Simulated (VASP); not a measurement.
# Cu (Fm-3m) in VASP: a series of runs, part 2 of 2

VASP 6.6.1. Earlier steps stand in the parts before.

## 5. Single point, LDA, collinear spin

File INCAR:

```
SYSTEM = Cu
  PREC = Accurate
  ENCUT = 520
  EDIFF = 1E-6
  ISMEAR = -1
  SIGMA = 0.05
  LREAL = .FALSE.
  LASPH = .TRUE.
  NELM = 150
  ALGO = Normal
  ISIF = 2
  LWAVE = .FALSE.
  LCHARG = .FALSE.
  ISPIN = 2
  MAGMOM = 0.2
  LORBIT = 11
  NUPDOWN = 0.2
  LMAXMIX = 4
  NBANDS = 16
```

File KPOINTS:

```
Automatic mesh
0
G
  16 16 16
  0 0 0
```

File POSCAR:

```
Cu
1.0
    0.0000000000      1.8075000000      1.8075000000
    1.8075000000      0.0000000000      1.8075000000
    1.8075000000      1.8075000000      0.0000000000
Cu
1
Direct
    0.0000000000      0.0000000000      0.0000000000
```

Potentials or basis: VASP PAW LDA potentials, release 64 (Cu).

Launch:

```
> cat potpaw_LDA.64/Cu/POTCAR > POTCAR
> mpirun -np 1 vasp_std > vasp.out
```

OUTCAR:

```text
SYSTEM = Cu
   PREC = Accurate
   ENCUT = 520
   EDIFF = 1E-6
   ISMEAR = -1
   LREAL = .FALSE.
   LASPH = .TRUE.
   NELM = 150
   ISIF = 2
   ISPIN = 2
   LORBIT = 11
   NUPDOWN = 0.2

 ion  position               nearest neighbor table
   1  0.000  0.000  0.000-

  LATTYP: Found a face centered cubic cell.
 ALAT       =     3.6150000000

  Lattice vectors:

 A1 = (   0.0000000000,   1.8075000000,   1.8075000000)
 A2 = (   1.8075000000,   0.0000000000,   1.8075000000)
 A3 = (   1.8075000000,   1.8075000000,   0.0000000000)

Analysis of symmetry for initial positions (statically):
=====================================================================
 Subroutine PRICEL returns:
 Original cell was already a primitive cell.

 Routine SETGRP: Setting up the symmetry group for a
 face centered cubic supercell.

 Subroutine GETGRP returns: Found 48 space group operations
 (whereof 48 operations were pure point group operations)
 out of a pool of 48 trial point group operations.

The static configuration has the point symmetry O_h .

Analysis of symmetry for dynamics (positions and initial velocities):
=====================================================================
 Subroutine PRICEL returns:
 Original cell was already a primitive cell.

 Routine SETGRP: Setting up the symmetry group for a
 face centered cubic supercell.

 Subroutine GETGRP returns: Found 48 space group operations
 (whereof 48 operations were pure point group operations)
 out of a pool of 48 trial point group operations.

The dynamic configuration has the point symmetry O_h .

Analysis of structural, dynamic, and magnetic symmetry:
=====================================================================
 Subroutine PRICEL returns:
 Original cell was already a primitive cell.

 Routine SETGRP: Setting up the symmetry group for a
 face centered cubic supercell.

 Subroutine GETGRP returns: Found 48 space group operations
 (whereof 48 operations were pure point group operations)
 out of a pool of 48 trial point group operations.

The overall configuration has the point symmetry O_h .

 Subroutine INISYM returns: Found 48 space group operations
 (whereof 48 operations are pure point group operations),
 and found     1 'primitive' translations

----------------------------------------------------------------------------------------

                                     Primitive cell

  volume of cell :      11.8104

  direct lattice vectors                    reciprocal lattice vectors
     0.000000000  1.807500000  1.807500000    -0.276625173  0.276625173  0.276625173
     1.807500000  0.000000000  1.807500000     0.276625173 -0.276625173  0.276625173
     1.807500000  1.807500000  0.000000000     0.276625173  0.276625173 -0.276625173

  length of vectors
     2.556191014  2.556191014  2.556191014     0.479128854  0.479128854  0.479128854

  position of ions in fractional coordinates (direct lattice)
     0.000000000  0.000000000  0.000000000

  ion indices of the primitive-cell ions
   primitive index   ion index
                 1           1

[... 55 lines left out ...]
   total plane-waves  NPLWV =   8000
   dimension x,y,z NGX =    20 NGY =   20 NGZ =   20
   dimension x,y,z NGXF=    40 NGYF=   40 NGZF=   40
   ions per type =               1
   NGX,Y,Z   is equivalent  to a cutoff of  13.01, 13.01, 13.01 a.u.
   NGXF,Y,Z  is equivalent  to a cutoff of  26.01, 26.01, 26.01 a.u.
 SYSTEM =  Cu
   PREC   = accura    normal or accurate (medium, high low for compatibility)
   ISTART =      0    job   : 0-new  1-cont  2-samecut
   ICHARG =      2    charge: 1-file 2-atom 10-const
   ISPIN  =      2    spin polarized calculation?
   LNONCOLLINEAR =      F non collinear calculations
   LSORBIT =      F    spin-orbit coupling
   LASPH  =      T    aspherical Exc in radial PAW
   ENCUT  =  520.0 eV  38.22 Ry    6.18 a.u.   4.75  4.75  4.75*2*pi/ulx,y,z
   NELM   =    150;   NELMIN=  2; NELMDL= -5     # of ELM steps
   EDIFF  = 0.1E-05   stopping-criterion for ELM
   LREAL  =      F    real-space projection
   EDIFFG = 0.1E-04   stopping-criterion for IOM
   NSW    =      0    number of steps for IOM
   IBRION =     -1    ionic relax: 0-MD 1-quasi-New 2-CG
   NFREE  =      0    steps in history (QN), initial steepest desc. (CG)
   ISIF   =      2    stress and relaxation
   ISYM   =      2    0-nonsym 1-usesym 2-fastsym
   POTIM  = 0.5000    time-step for ionic-motion
   TEBEG  =    0.0;   TEEND  =   0.0 temperature during run
   PSTRESS=    0.0 pullay stress
   NELECT =      11.0000    total number of electrons
   NUPDOWN=       0.2000    fix difference up-down
   EMIN   =  10.00;   EMAX   =-10.00  energy-range for DOS
   EFERMI =   0.00;   METHOD = LEGACY
   ISMEAR =    -1;   SIGMA  =   0.05  broadening in eV -4-tet -1-fermi 0-gaus
   EFERMI_NEDOS =   21; number of points for ismear=-14 and -15
   IALGO  =     38    algorithm
   IMIX   =      4    mixing-type and parameters
     AMIX     =   0.40;   BMIX     =  1.00
     AMIX_MAG =   1.60;   BMIX_MAG =  1.00
  volume/ion in A,a.u.               =      11.81        79.70
  Fermi-wavevector in a.u.,A,eV,Ry     =   1.598763  3.021224 34.777078  2.556043
  Thomas-Fermi vector in A             =   2.696162
   LORBIT       =     11    0 simple, 1 ext, 2 COOP (PROOUT), +10 PAW based schemes
   GGA     = CA    functional components
   LHFCALC =     F    Hartree Fock is set to
   AEXX    =    0.0000 exact exchange contribution
   IVDW    =     0    specifies the selected vdW correction
   LEPSILON=     F    determine dielectric tensor
   LRPA    =     F    only Hartree local field effects (RPA)
 spin polarized calculation
  energy-cutoff  :      520.00
  volume of cell :       11.81
 maximum number of plane-waves:       332
   NGX =  9   NGY =  9   NGZ =  9

 number of electron      11.0000001 magnetization       0.2000000

 Free energy of the ion-electron system (eV)
  ---------------------------------------------------
  ext. energy  EPLUGINS =         0.00000000
  ---------------------------------------------------
  free energy    TOTEN  =        -4.61366199 eV

  energy without entropy =       -4.61118425  energy(sigma->0) =       -4.61242312

 E-fermi :   6.8016     XC(G=0): -13.1045

 val. band max:        7.9902736874   @ k =  -0.3125   0.2500   0.0000
 cond. band min:       6.8995803638   @ k =   0.5000   0.0625   0.0000
 fundamental gap:     -1.0906933236
 Fermi energy:         8.0146552395

 spin component 1

 k-point     1 :       0.0000    0.0000    0.0000
  band No.  band energies     occupation
      1      -2.0817      1.00000
      2       4.1789      1.00000
      3       4.1789      1.00000
      4       4.1789      1.00000
      5       5.0164      1.00000
      6       5.0164      1.00000
[... 435 lines left out ...]
      5       4.9533      1.00000
      6       5.0299      1.00000
[... 8 lines left out ...]
     15      40.3685      0.00000
     16      42.7909      0.00000

 [... further k-points ...]

 spin component 2

 k-point     1 :       0.0000    0.0000    0.0000
  band No.  band energies     occupation
      1      -1.9391      1.00000
      2       4.2985      1.00000
      3       4.2985      1.00000
      4       4.2985      1.00000
      5       5.1328      1.00000
      6       5.1328      1.00000
[... 435 lines left out ...]
      5       5.0699      1.00000
      6       5.1464      1.00000
[... 8 lines left out ...]
     15      40.5069      0.00000
     16      42.9409      0.00000

 [... further k-points ...]

------------------------ aborting loop because EDIFF is reached ----------------------------------------

  FORCE on cell =-STRESS in cart. coord.  units (eV):
  Direction    XX          YY          ZZ          XY          YZ          ZX
  --------------------------------------------------------------------------------------
  -------------------------------------------------------------------------------------
  Total       -0.8306734     -0.8306734     -0.8306734      0.0000000     -0.0000000      0.0000000
  in kB     -112.6875651   -112.6875651   -112.6875651      0.0000000     -0.0000000      0.0000000
  external PRESSURE =    -112.6875651 kB  Pullay stress =       0.0000000 kB

 VOLUME and BASIS-vectors are now :
 -----------------------------------------------------------------------------
  energy-cutoff  :      520.00
  volume of cell :       11.81
      direct lattice vectors                 reciprocal lattice vectors
     0.000000000  1.807500000  1.807500000    -0.276625173  0.276625173  0.276625173
     1.807500000  0.000000000  1.807500000     0.276625173 -0.276625173  0.276625173
     1.807500000  1.807500000  0.000000000     0.276625173  0.276625173 -0.276625173

 POSITION                                       TOTAL-FORCE (eV/Angst)
 -----------------------------------------------------------------------------------
      0.00000      0.00000      0.00000         0.000000      0.000000      0.000000
 -----------------------------------------------------------------------------------
    total drift:                                0.000000      0.000000      0.000000

  FREE ENERGIE OF THE ION-ELECTRON SYSTEM (eV)
  ---------------------------------------------------
  free  energy   TOTEN  =        -4.6136619942 eV

  energy  without entropy=       -4.6111842462  energy(sigma->0) =       -4.61242312

 total charge

# of ion       s       p       d       tot
------------------------------------------
    1        0.452   0.387   9.171  10.010

 magnetization (x)

# of ion       s       p       d       tot
------------------------------------------
    1        0.020   0.043   0.094   0.157
```

OSZICAR:

```text
N       E                     dE             d eps       ncg     rms          rms(c)
DAV:   1     0.417099222844E+02    0.41710E+02   -0.49047E+03 11040   0.118E+03
DAV:   2    -0.391673721980E+01   -0.45627E+02   -0.41277E+02 10328   0.189E+02
DAV:   3    -0.561782332931E+01   -0.17011E+01   -0.16889E+01 11400   0.343E+01
DAV:   4    -0.562636542078E+01   -0.85421E-02   -0.85415E-02 11080   0.221E+00
DAV:   5    -0.562643122394E+01   -0.65803E-04   -0.65803E-04 11496   0.201E-01    0.806E+00
DAV:   6    -0.506301690356E+01    0.56341E+00   -0.14732E+01 12040   0.591E+01    0.435E+00
DAV:   7    -0.462848363391E+01    0.43453E+00   -0.23538E+00 11856   0.239E+01    0.581E-01
DAV:   8    -0.461695035702E+01    0.11533E-01   -0.49407E-03 11728   0.979E-01    0.395E-01
DAV:   9    -0.461377737489E+01    0.31730E-02   -0.57733E-03 12928   0.837E-01    0.813E-02
DAV:  10    -0.461365848996E+01    0.11888E-03   -0.50692E-04 13888   0.278E-01    0.140E-02
DAV:  11    -0.461366021934E+01   -0.17294E-05   -0.92608E-06 11832   0.319E-02    0.683E-03
DAV:  12    -0.461366204762E+01   -0.18283E-05   -0.15080E-06  9312   0.204E-02    0.142E-03
DAV:  13    -0.461366199417E+01    0.53454E-07   -0.47260E-08  5304   0.239E-03
   1 F= -.46136620E+01 E0= -.46124231E+01  d E =-.247775E-02  mag=     0.2000
```

It took 81 s on 1 thread of Intel Xeon 8259CL, shared host; peak memory 0.15 GiB.

What came out:

```
Free energy                                           : -4.6137 eV
Pressure                                              : -11.3 GPa
Net moment                                            : 0.20 μB per cell
Site moments                                          : Cu +0.16 μB
Valence electrons inside the program's atomic spheres : Cu 10.01
```

Caveat: the cell stands under tension; the total moment is fixed, so each spin has its own Fermi level.

## 6. Single point, LDA, collinear spin

File INCAR:

```
PREC = Accurate ; ENCUT = 520
EDIFF = 1E-7 ; ISMEAR = -1
SIGMA = 0.05 ; LREAL = F
LASPH = T ; NELM = 150
ALGO = Normal ; ISIF = 2
LWAVE = F ; LCHARG = F
ISPIN = 2 ; MAGMOM = 0.6
LORBIT = 11 ; NUPDOWN = 0.6
LMAXMIX = 4 ; GGA = CA
NBANDS = 16
```

File KPOINTS:

```
regular mesh
0
Gamma
  16 16 16
```

POSCAR is that of step 5.

Potentials or basis: VASP PAW LDA potentials, release 64 (Cu).

Launch:

```
> cat potpaw_LDA.64/Cu/POTCAR > POTCAR
> mpirun -np 1 vasp_std > vasp.out
```

Run time: 80 s. Hardware: 1 thread of Intel Xeon 8259CL, shared host; peak memory 0.15 GiB.

Results (log left out):

| Quantity | Value |
| --- | --- |
| Free energy | -4.1260 eV |
| Pressure | -7.2 GPa |
| Net moment | 0.60 μB per cell |
| Site moments | Cu +0.48 μB |
| Valence electrons inside the program's atomic spheres | Cu 9.99 |

Caveat: the cell stands under tension; the total moment is fixed, so each spin has its own Fermi level.

## 7. Overview

| spin | fixed moment (μB) | gap on the mesh (eV) | pressure (GPa) | moment (μB) |
| --- | --- | --- | --- | --- |
| off | - | none | -11.6 | - |
| collinear | - | none | -11.6 | 0.00 |
| collinear | 0.2 | - | -11.3 | 0.20 |
| collinear | 0.6 | - | -7.2 | 0.60 |

Alike in all rows: task single point; level LDA; potentials or basis VASP PAW LDA potentials, release 64 (Cu); cell as given; k mesh 16 × 16 × 16; cutoff (eV) 520; smearing fermi-dirac 0.05 eV.

Caveats: the cell stands under tension; the total moment is fixed, so each spin has its own Fermi level (at least some runs).

Total energies depend on the potentials used, so only differences within one code and one set of settings carry meaning.
